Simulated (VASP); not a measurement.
Wanted: the native input for a VASP 6.6.1 run.

```
Task                   : single point
Functional             : RPBE
Potentials or basis    : VASP PAW PBE potentials, release 64 (Zr_sv)
Cutoff                 : 520 eV
k mesh                 : 18 × 18 × 10
Occupations            : fermi-dirac, width 0.1 eV
Spin                   : no spin polarisation
Dipole correction      : no
Further INCAR settings : ALGO = Normal; EDIFF = 1e-07; NBANDS = 19
```

The structure of Zr lies in POSCAR:

```
Zr
1.0
   -1.7988698422      2.1911120792      1.6063287660
    2.1911120792     -1.7988698422      1.6063287660
    3.6324965332      3.6324965332     -0.8879363906
Zr
2
Direct
    0.0416033148      0.9583966852      1.0000000000
    0.7083966852      0.2916033148      0.5000000000
```

One way to write it, as run:

INCAR

```
ALGO = Normal
EDIFF = 1E-7
ENCUT = 520
GGA = RP
ISIF = 2
ISMEAR = -1
LASPH = True
LCHARG = False
LREAL = False
LWAVE = False
NBANDS = 19
NELM = 80
PREC = Accurate
SIGMA = 0.1
```

KPOINTS

```
k-points
0
Gamma
  18 18 10
```

Potentials or basis: VASP PAW PBE potentials, release 64 (Zr_sv).

Launch:

```sh
$ cat potpaw_PBE.64/Zr_sv/POTCAR > POTCAR
$ mpirun -np 1 vasp_std > vasp.out
```

It gave:

* Pressure: 0.0 GPa
* Band gap on the k mesh: zero (bands 12 and 13 overlap by 1.15 eV)

Caveat: the PAW data sets were made with another functional, which shifts forces and pressure a little.

Wall time 6.2 min on 1 thread of Intel(R) Xeon(R) Platinum 8488C (Sapphire Rapids), with other jobs on the host, peak memory 0.67 GiB.
